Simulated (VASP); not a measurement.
# NaH (F-43m) in VASP: notebook, part 2 of 2

VASP 6.6.1. The steps go on from the part before.

### Step 5. Single point, PBE

This run uses another cell than the first one, of 17.77 Å³/atom, 1.064 times its volume.

Contents of INCAR:

```
SYSTEM = NaH
PREC = Accurate
ENCUT = 520
EDIFF = 1E-6
ISMEAR = 0
SIGMA = 0.01
LREAL = .FALSE.
LASPH = .TRUE.
NELM = 100
ALGO = Normal
ISIF = 2
LWAVE = .FALSE.
LCHARG = .FALSE.
GGA = PE
NBANDS = 11
```

Contents of KPOINTS:

```
regular mesh
0
G
  8 8 8
  0 0 0
```

Contents of POSCAR:

```
NaH
1.0
    0.0000000000      2.6096546508      2.6096546508
    2.6096546508      0.0000000000      2.6096546508
    2.6096546508      2.6096546508      0.0000000000
Na H
1 1
Direct
    0.0000000000      0.0000000000      0.0000000000
    0.2500000000      0.2500000000      0.2500000000
```

Potentials or basis: VASP PAW PBE potentials, release 64 (Na_pv, H).

Run with:

```console
$ cat potpaw_PBE.64/Na_pv/POTCAR potpaw_PBE.64/H/POTCAR > POTCAR
$ mpirun -np 1 vasp_std > vasp.out
```

OUTCAR:

```text
SYSTEM = NaH
   PREC = Accurate
   ENCUT = 520
   EDIFF = 1E-6
   ISMEAR = 0
   LREAL = .FALSE.
   LASPH = .TRUE.
   NELM = 100
   ISIF = 2
   GGA = PE

 ion  position               nearest neighbor table
   1  0.000  0.000  0.000-
   2  0.250  0.250  0.250-

  LATTYP: Found a face centered cubic cell.
 ALAT       =     5.2193093016

  Lattice vectors:

 A1 = (   0.0000000000,   2.6096546508,   2.6096546508)
 A2 = (   2.6096546508,   0.0000000000,   2.6096546508)
 A3 = (   2.6096546508,   2.6096546508,   0.0000000000)

Analysis of symmetry for initial positions (statically):
=====================================================================
 Subroutine PRICEL returns:
 Original cell was already a primitive cell.

 Routine SETGRP: Setting up the symmetry group for a
 face centered cubic supercell.

 Subroutine GETGRP returns: Found 24 space group operations
 (whereof 24 operations were pure point group operations)
 out of a pool of 48 trial point group operations.

The static configuration has the point symmetry T_d .

Analysis of symmetry for dynamics (positions and initial velocities):
=====================================================================
 Subroutine PRICEL returns:
[... 162 lines left out ...]
 Fermi energy:        -1.8135367549

 k-point     1 :       0.0000    0.0000    0.0000
  band No.  band energies     occupation
      1     -23.9446      2.00000
      2     -23.9446      2.00000
      3     -23.9446      2.00000
      4      -4.7287      2.00000
      5       6.2145      0.00000
      6      11.3215      0.00000
      7      11.3215      0.00000
      8      11.3215      0.00000
      9      13.9392      0.00000
     10      13.9392      0.00000
     11      13.9392      0.00000
[... 309 lines left out ...]
 k-point    24 :      -0.3750    0.2500    0.1250
  band No.  band energies     occupation
      1     -23.9834      2.00000
      2     -23.9622      2.00000
      3     -23.9541      2.00000
      4      -2.3093      2.00000
      5       2.3265      0.00000
      6       5.9898      0.00000
      7       7.7573      0.00000
      8      11.3120      0.00000
      9      12.2165      0.00000
     10      15.6866      0.00000
     11      17.0728      0.00000

 [... further k-points ...]
[... 5 lines left out ...]
  --------------------------------------------------------------------------------------
  -------------------------------------------------------------------------------------
  Total       -0.0077823     -0.0077823     -0.0077823      0.0000000      0.0000000      0.0000000
  in kB       -0.3507850     -0.3507850     -0.3507850      0.0000000      0.0000000      0.0000000
  external PRESSURE =      -0.3507850 kB  Pullay stress =       0.0000000 kB

 VOLUME and BASIS-vectors are now :
 -----------------------------------------------------------------------------
  energy-cutoff  :      520.00
  volume of cell :       35.55
      direct lattice vectors                 reciprocal lattice vectors
     0.000000000  2.609654651  2.609654651    -0.191596233  0.191596233  0.191596233
     2.609654651  0.000000000  2.609654651     0.191596233 -0.191596233  0.191596233
     2.609654651  2.609654651  0.000000000     0.191596233  0.191596233 -0.191596233

 POSITION                                       TOTAL-FORCE (eV/Angst)
 -----------------------------------------------------------------------------------
      0.00000      0.00000      0.00000         0.000000     -0.000000      0.000000
      1.30483      1.30483      1.30483        -0.000000      0.000000     -0.000000
 -----------------------------------------------------------------------------------
    total drift:                                0.000001      0.000001      0.000001

  FREE ENERGIE OF THE ION-ELECTRON SYSTEM (eV)
  ---------------------------------------------------
  free  energy   TOTEN  =        -4.9904259243 eV

  energy  without entropy=       -4.9904259243  energy(sigma->0) =       -4.99042592
```

OSZICAR:

```text
N       E                     dE             d eps       ncg     rms          rms(c)
DAV:   1     0.363942887246E+02    0.36394E+02   -0.44412E+03   644   0.692E+02
DAV:   2    -0.406849779624E+01   -0.40463E+02   -0.39929E+02   659   0.182E+02
DAV:   3    -0.552258308039E+01   -0.14541E+01   -0.14518E+01   768   0.336E+01
DAV:   4    -0.553576117540E+01   -0.13178E-01   -0.13176E-01   740   0.322E+00
DAV:   5    -0.553590987910E+01   -0.14870E-03   -0.14870E-03   733   0.357E-01    0.353E+00
DAV:   6    -0.508439837248E+01    0.45151E+00   -0.48921E-01   807   0.258E+00    0.158E+00
DAV:   7    -0.497825315647E+01    0.10615E+00   -0.44969E-01   750   0.208E+00    0.417E-01
DAV:   8    -0.499030391403E+01   -0.12051E-01   -0.23191E-02   671   0.100E+00    0.105E-01
DAV:   9    -0.499040324576E+01   -0.99332E-04   -0.25902E-03   733   0.386E-01    0.241E-02
DAV:  10    -0.499039904099E+01    0.42048E-05   -0.11635E-04   698   0.835E-02    0.757E-03
DAV:  11    -0.499042699939E+01   -0.27958E-04   -0.48777E-05   689   0.268E-02    0.873E-03
DAV:  12    -0.499042586834E+01    0.11311E-05   -0.48485E-06   746   0.807E-03    0.821E-04
DAV:  13    -0.499042592429E+01   -0.55944E-07   -0.23998E-07   419   0.269E-03
   1 F= -.49904259E+01 E0= -.49904259E+01  d E =-.469386E-60
```

Wall time 9.1 s (1 thread of Intel Xeon Platinum 8259CL at 2.50GHz (Skylake/Cascade Lake), shared host); peak memory 0.15 GiB.

Results:

```yaml
Free_energy: -4.9904 eV
Pressure: 0.0 GPa
Band_gap_on_the_k_mesh: 3.60 eV, indirect (least direct gap 4.30 eV)
```

### Step 6. Single point, PBE (volume changed by +3%)

Contents of INCAR:

```
PREC     = Accurate       # precision mode
ENCUT    = 520            # plane-wave cutoff, eV
EDIFF    = 1E-6           # SCF threshold, eV
ISMEAR   = 0              # smearing method
SIGMA    = 0.01           # smearing width, eV
LREAL    = False          # projectors in reciprocal space
LASPH    = True           # aspherical terms in the spheres
NELM     = 100            # most SCF steps
ALGO     = Normal         # electronic algorithm
ISIF     = 2              # what is computed and relaxed
LWAVE    = False          # write WAVECAR
LCHARG   = False          # write CHGCAR
GGA      = PE             # functional
NBANDS   = 11             # bands
```

Contents of KPOINTS:

```
regular mesh
0
Gamma
  8 8 8
```

Contents of POSCAR:

```
NaH
1.0
    0.0000000000      2.6354944962      2.6354944962
    2.6354944962      0.0000000000      2.6354944962
    2.6354944962      2.6354944962      0.0000000000
Na H
1 1
Direct
    0.0000000000      0.0000000000      0.0000000000
    0.2500000000      0.2500000000      0.2500000000
```

Potentials or basis: VASP PAW PBE potentials, release 64 (Na_pv, H).

Run with:

```console
$ cat potpaw_PBE.64/Na_pv/POTCAR potpaw_PBE.64/H/POTCAR > POTCAR
$ mpirun -np 1 vasp_std > vasp.out
```

It took 10 s on 1 thread of Intel Xeon Platinum 8259CL at 2.50GHz (Skylake/Cascade Lake), shared host; peak memory 0.15 GiB.

The run converged. Its results:

```
Free energy            : -4.9889 eV
Pressure               : -0.5 GPa
Band gap on the k mesh : 3.58 eV, indirect (least direct gap 4.25 eV)
```

Levels at points of the mesh, in eV from the valence-band top:
| k point | band 2 | band 3 | band 4 | band 5 | band 6 | band 7 |
| --- | --- | --- | --- | --- | --- | --- |
| (0.00, 0.00, 0.00) | -22.07 | -22.07 | -2.73 | 7.99 | 13.07 | 13.07 |
| (0.50, 0.00, 0.00) | -22.07 | -22.07 | -0.68 | 3.58 | 10.38 | 12.34 |
| (0.50, 0.50, 0.00) | -22.08 | -22.08 | -0.08 | 4.97 | 7.33 | 9.52 |

Caveat: the cell differs from its parent crystal (volume changed by +3%). A k mesh can miss the band edges.

### Step 7. The runs side by side

| cell | gap on the mesh (eV) | pressure (GPa) |
| --- | --- | --- |
| a = 3.615 Å, angles 60.0°, 2 atoms | 3.65 | 1.2 |
| a = 3.653 Å, angles 60.0°, 2 atoms | 3.62 | 0.5 |
| a = 3.673 Å, angles 60.0°, 2 atoms | 3.61 | 0.2 |
| a = 3.691 Å, angles 60.0°, 2 atoms | 3.60 | 0.0 |
| a = 3.727 Å, angles 60.0°, 2 atoms | 3.58 | -0.5 |

Alike in all rows: task single point; level PBE; potentials or basis VASP PAW PBE potentials, release 64 (Na_pv, H); no spin polarisation; k mesh 8 × 8 × 8; cutoff (eV) 520; smearing gaussian 0.01 eV.

Absolute energies hang on the potentials; compare differences alone.
